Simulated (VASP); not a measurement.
# Cu (Pm-3m) in VASP: single point with PBEsol

Aim: the single point of Cu with PBEsol.

Everything below comes from runs of VASP 6.6.1. Logs are shortened: lines on timing, memory, paths and dates and some standing lists are left out, and cuts for length are marked.

## Step 1: The cell of the first run

Symmetry: Pm-3m, No. 221, cubic system. Conventional cell: a = 3.897 Å, b = 3.897 Å, c = 3.897 Å, α = 90.00°, β = 90.00°, γ = 90.00°. Cu (site symmetry 4/mmm) has 8 Cu at 2.76 Å within 3.6 Å.

## Step 2: Single point, PBEsol

INCAR

```
  ALGO = Normal
  EDIFF = 1E-7
  ENCUT = 520
  GGA = PS
  ISIF = 2
  ISMEAR = 0
  LASPH = T
  LCHARG = T
  LELF = T
  LREAL = F
  LVHAR = T
  LWAVE = F
  NBANDS = 24
  NELM = 80
  PREC = Accurate
  SIGMA = 0.15
```

KPOINTS

```
k-points
0
Gamma
  6 6 6
```

POSCAR

```
Cu
1.0
    3.8973370000      0.0000000000      0.0000000000
    0.0000000000      3.8973370000      0.0000000000
    0.0000000000      0.0000000000      3.8973370000
Cu
3
Direct
    0.5000000000      0.5000000000      0.0000000000
    0.5000000000      0.0000000000      0.5000000000
    0.0000000000      0.5000000000      0.5000000000
```

Potentials or basis: VASP PAW PBE potentials, release 64 (Cu).

Run with:

```
$ cat potpaw_PBE.64/Cu/POTCAR > POTCAR
$ mpirun -np 1 vasp_std > vasp.out
```

OUTCAR:

```text
EDIFF = 1E-7
   ENCUT = 520
   GGA = PS
   ISIF = 2
   ISMEAR = 0
   LASPH = T
   LREAL = F
   NELM = 80
   PREC = Accurate

 ion  position               nearest neighbor table
   1  0.500  0.500  0.000-   2 2.76   3 2.76   2 2.76   3 2.76   2 2.76   2 2.76   3 2.76   3 2.76

   2  0.500  0.000  0.500-   1 2.76   3 2.76   1 2.76   1 2.76   3 2.76   1 2.76   3 2.76   3 2.76

   3  0.000  0.500  0.500-   1 2.76   2 2.76   1 2.76   2 2.76   1 2.76   2 2.76   1 2.76   2 2.76

  LATTYP: Found a simple cubic cell.
 ALAT       =     3.8973370000

  Lattice vectors:

 A1 = (   3.8973370000,   0.0000000000,   0.0000000000)
 A2 = (   0.0000000000,   3.8973370000,   0.0000000000)
 A3 = (   0.0000000000,   0.0000000000,   3.8973370000)

Analysis of symmetry for initial positions (statically):
=====================================================================
 Subroutine PRICEL returns:
 Original cell was already a primitive cell.

 Routine SETGRP: Setting up the symmetry group for a
 simple cubic supercell.

 Subroutine GETGRP returns: Found 48 space group operations
 (whereof 48 operations were pure point group operations)
 out of a pool of 48 trial point group operations.

The static configuration has the point symmetry O_h .

Analysis of symmetry for dynamics (positions and initial velocities):
=====================================================================
 Subroutine PRICEL returns:
 Original cell was already a primitive cell.

 Routine SETGRP: Setting up the symmetry group for a
 simple cubic supercell.

 Subroutine GETGRP returns: Found 48 space group operations
 (whereof 48 operations were pure point group operations)
 out of a pool of 48 trial point group operations.

The dynamic configuration has the point symmetry O_h .

 Subroutine INISYM returns: Found 48 space group operations
 (whereof 48 operations are pure point group operations),
 and found     1 'primitive' translations

----------------------------------------------------------------------------------------

                                     Primitive cell

  volume of cell :      59.1976

  direct lattice vectors                    reciprocal lattice vectors
     3.897337000  0.000000000  0.000000000     0.256585458  0.000000000  0.000000000
     0.000000000  3.897337000  0.000000000     0.000000000  0.256585458  0.000000000
     0.000000000  0.000000000  3.897337000     0.000000000  0.000000000  0.256585458

  length of vectors
     3.897337000  3.897337000  3.897337000     0.256585458  0.256585458  0.256585458

  position of ions in fractional coordinates (direct lattice)
     0.500000000  0.500000000  0.000000000
     0.500000000  0.000000000  0.500000000
     0.000000000  0.500000000  0.500000000

  ion indices of the primitive-cell ions
   primitive index   ion index
                 1           1
                 2           2
                 3           3

----------------------------------------------------------------------------------------

 KPOINTS: k-points

Automatic generation of k-mesh.
 Grid dimensions read from file:
 generate k-points for:    6    6    6

 Generating k-lattice:

  Cartesian coordinates                     Fractional coordinates (reciprocal lattice)
     0.042764243  0.000000000  0.000000000     0.166666667  0.000000000  0.000000000
     0.000000000  0.042764243  0.000000000     0.000000000  0.166666667  0.000000000
     0.000000000  0.000000000  0.042764243     0.000000000  0.000000000  0.166666667

  Length of vectors
     0.042764243  0.042764243  0.042764243

  Shift w.r.t. Gamma in fractional coordinates (k-lattice)
     0.000000000  0.000000000  0.000000000

 Subroutine IBZKPT returns following result:
 ===========================================

 Found     20 irreducible k-points:

 Following reciprocal coordinates:
            Coordinates               Weight
  0.000000  0.000000  0.000000      1.000000
  0.166667  0.000000  0.000000      6.000000
  0.333333  0.000000  0.000000      6.000000
  0.500000  0.000000  0.000000      3.000000
  0.166667  0.166667  0.000000     12.000000
  0.333333  0.166667  0.000000     24.000000
[... 12 lines left out ...]
  0.500000  0.500000  0.333333      6.000000
  0.500000  0.500000  0.500000      1.000000
   k-points           NKPTS =     20   k-points in BZ     NKDIM =     20   number of bands    NBANDS=     24
   number of dos      NEDOS =    301   number of ions     NIONS =      3
   total plane-waves  NPLWV =  27000
   dimension x,y,z NGX =    30 NGY =   30 NGZ =   30
   dimension x,y,z NGXF=    60 NGYF=   60 NGZF=   60
   ions per type =               3
   NGX,Y,Z   is equivalent  to a cutoff of  12.80, 12.80, 12.80 a.u.
   NGXF,Y,Z  is equivalent  to a cutoff of  25.59, 25.59, 25.59 a.u.
 SYSTEM =  unknown system
   PREC   = accura    normal or accurate (medium, high low for compatibility)
   ISTART =      0    job   : 0-new  1-cont  2-samecut
   ICHARG =      2    charge: 1-file 2-atom 10-const
   ISPIN  =      1    spin polarized calculation?
   LNONCOLLINEAR =      F non collinear calculations
   LSORBIT =      F    spin-orbit coupling
   LASPH  =      T    aspherical Exc in radial PAW
   ENCUT  =  520.0 eV  38.22 Ry    6.18 a.u.   7.25  7.25  7.25*2*pi/ulx,y,z
   NELM   =     80;   NELMIN=  2; NELMDL= -5     # of ELM steps
   EDIFF  = 0.1E-06   stopping-criterion for ELM
   LREAL  =      F    real-space projection
   EDIFFG = 0.1E-05   stopping-criterion for IOM
   NSW    =      0    number of steps for IOM
   IBRION =     -1    ionic relax: 0-MD 1-quasi-New 2-CG
   NFREE  =      0    steps in history (QN), initial steepest desc. (CG)
   ISIF   =      2    stress and relaxation
   ISYM   =      2    0-nonsym 1-usesym 2-fastsym
   POTIM  = 0.5000    time-step for ionic-motion
   TEBEG  =    0.0;   TEEND  =   0.0 temperature during run
   PSTRESS=    0.0 pullay stress
   NELECT =      33.0000    total number of electrons
   NUPDOWN=      -1.0000    fix difference up-down
   EMIN   =  10.00;   EMAX   =-10.00  energy-range for DOS
   EFERMI =   0.00;   METHOD = LEGACY
   ISMEAR =     0;   SIGMA  =   0.15  broadening in eV -4-tet -1-fermi 0-gaus
   EFERMI_NEDOS =   21; number of points for ismear=-14 and -15
   IALGO  =     38    algorithm
   IMIX   =      4    mixing-type and parameters
     AMIX     =   0.40;   BMIX     =  1.00
     AMIX_MAG =   1.60;   BMIX_MAG =  1.00
  volume/ion in A,a.u.               =      19.73       133.16
  Fermi-wavevector in a.u.,A,eV,Ry     =   1.347343  2.546109 24.699109  1.815333
  Thomas-Fermi vector in A             =   2.475101
   LORBIT       =      0    0 simple, 1 ext, 2 COOP (PROOUT), +10 PAW based schemes
   GGA     = PS    functional components
   LHFCALC =     F    Hartree Fock is set to
   AEXX    =    0.0000 exact exchange contribution
   IVDW    =     0    specifies the selected vdW correction
   LEPSILON=     F    determine dielectric tensor
   LRPA    =     F    only Hartree local field effects (RPA)
 non-spin polarized calculation
 Gauss-broadening in eV      SIGMA  =   0.15
  energy-cutoff  :      520.00
  volume of cell :       59.20
 maximum number of plane-waves:      1628
 NGX is ok and might be reduce to    30
   NGX = 15   NGY = 15   NGZ = 15

 number of electron      32.9999993 magnetization

 Free energy of the ion-electron system (eV)
  ---------------------------------------------------
  ext. energy  EPLUGINS =         0.00000000
  ---------------------------------------------------
  free energy    TOTEN  =       -10.27040213 eV

  energy without entropy =      -10.25691293  energy(sigma->0) =      -10.26365753

 E-fermi :   2.3916     XC(G=0): -10.0340

 val. band max:        2.3898567065   @ k =   0.3333   0.1667   0.1667
 cond. band min:       2.4626815647   @ k =   0.5000   0.3333   0.3333
 fundamental gap:      0.0728248582
 Fermi energy:         2.3915843068

 k-point     1 :       0.0000    0.0000    0.0000
  band No.  band energies     occupation
      1      -3.8642      2.00000
      2      -0.6832      2.00000
      3      -0.3015      2.00000
      4      -0.3015      2.00000
      5      -0.3015      2.00000
      6      -0.1774      2.00000
[... 16 lines left out ...]
     23      14.9123      0.00000
     24      14.9123      0.00000

 k-point     2 :       0.1667    0.0000    0.0000
  band No.  band energies     occupation
      1      -3.5941      2.00000
      2      -0.6026      2.00000
      3      -0.2748      2.00000
      4      -0.2390      2.00000
      5      -0.2390      2.00000
      6      -0.1801      2.00000
[... 16 lines left out ...]
     23      13.6219      0.00000
     24      13.7064      0.00000

 k-point     3 :       0.3333    0.0000    0.0000
  band No.  band energies     occupation
      1      -2.8413      2.00000
      2      -0.4472      2.00000
      3      -0.2267      2.00000
      4      -0.2168      2.00000
      5      -0.0541      2.00000
      6      -0.0541      2.00000
[... 16 lines left out ...]
     23      11.5555      0.00000
     24      11.6657      0.00000

 k-point     4 :       0.5000    0.0000    0.0000
  band No.  band energies     occupation
      1      -2.1486      2.00000
      2      -0.6318      2.00000
      3      -0.2412      2.00000
      4      -0.1850      2.00000
      5       0.1733      2.00000
      6       0.1733      2.00000
[... 16 lines left out ...]
     23      10.2598      0.00000
     24      11.2515      0.00000

 k-point     5 :       0.1667    0.1667    0.0000
  band No.  band energies     occupation
      1      -3.3272      2.00000
      2      -0.5179      2.00000
      3      -0.2564      2.00000
      4      -0.2006      2.00000
      5      -0.1691      2.00000
      6      -0.1248      2.00000
[... 16 lines left out ...]
     23      12.3649      0.00000
     24      13.4864      0.00000

 k-point     6 :       0.3333    0.1667    0.0000
  band No.  band energies     occupation
      1      -2.5850      2.00000
      2      -0.3496      2.00000
      3      -0.1922      2.00000
      4      -0.1642      2.00000
      5      -0.0361      2.00000
      6       0.0044      2.00000
[... 16 lines left out ...]
     23      12.4181      0.00000
     24      12.6269      0.00000
[... 271 lines left out ...]
 k-point    17 :       0.3333    0.3333    0.3333
  band No.  band energies     occupation
      1      -1.2370      2.00000
      2      -0.3567      2.00000
      3      -0.3567      2.00000
      4      -0.1323      2.00000
      5       0.1910      2.00000
      6       0.2830      2.00000
[... 16 lines left out ...]
     23      11.6480      0.00000
     24      16.9969      0.00000

 k-point    18 :       0.5000    0.3333    0.3333
  band No.  band energies     occupation
      1      -0.8846      2.00000
      2      -0.6106      2.00000
      3      -0.4007      2.00000
      4      -0.1665      2.00000
      5       0.2543      2.00000
      6       0.3036      2.00000
[... 16 lines left out ...]
     23      10.6186      0.00000
     24      17.8697      0.00000

 k-point    19 :       0.5000    0.5000    0.3333
  band No.  band energies     occupation
      1      -0.6556      2.00000
      2      -0.6522      2.00000
      3      -0.6522      2.00000
      4      -0.2266      2.00000
      5       0.3107      2.00000
      6       0.3107      2.00000
[... 16 lines left out ...]
     23       9.7440      0.00000
     24      18.8847      0.00000

 k-point    20 :       0.5000    0.5000    0.5000
  band No.  band energies     occupation
      1      -0.7021      2.00000
      2      -0.7021      2.00000
      3      -0.7021      2.00000
      4      -0.2988      2.00000
      5       0.3181      2.00000
      6       0.3181      2.00000
[... 16 lines left out ...]
     23       8.9907      0.00000
     24      21.4679      0.00000

------------------------ aborting loop because EDIFF is reached ----------------------------------------

  FORCE on cell =-STRESS in cart. coord.  units (eV):
  Direction    XX          YY          ZZ          XY          YZ          ZX
  --------------------------------------------------------------------------------------
  -------------------------------------------------------------------------------------
  Total       -6.7006190     -6.7006190     -6.7006190      0.0000000      0.0000000      0.0000000
  in kB     -181.3516984   -181.3516984   -181.3516984      0.0000000      0.0000000      0.0000000
  external PRESSURE =    -181.3516984 kB  Pullay stress =       0.0000000 kB

 VOLUME and BASIS-vectors are now :
 -----------------------------------------------------------------------------
  energy-cutoff  :      520.00
  volume of cell :       59.20
      direct lattice vectors                 reciprocal lattice vectors
     3.897337000  0.000000000  0.000000000     0.256585458  0.000000000  0.000000000
     0.000000000  3.897337000  0.000000000     0.000000000  0.256585458  0.000000000
     0.000000000  0.000000000  3.897337000     0.000000000  0.000000000  0.256585458

 POSITION                                       TOTAL-FORCE (eV/Angst)
 -----------------------------------------------------------------------------------
      1.94867      1.94867      0.00000         0.000000      0.000000      0.000000
      1.94867      0.00000      1.94867         0.000000      0.000000      0.000000
      0.00000      1.94867      1.94867         0.000000      0.000000      0.000000
 -----------------------------------------------------------------------------------
    total drift:                                0.000000      0.000000     -0.000000

  FREE ENERGIE OF THE ION-ELECTRON SYSTEM (eV)
  ---------------------------------------------------
  free  energy   TOTEN  =       -10.2704021293 eV

  energy  without entropy=      -10.2569129327  energy(sigma->0) =      -10.26365753
```

It took 40 s on 1 thread of Intel Xeon 8259CL, shared host; peak memory 0.17 GiB.

What came out:

```yaml
Free_energy: -10.2704 eV
Pressure: -18.1 GPa
```

Caveat: the PAW data sets were made with another functional, which shifts forces and pressure a little.
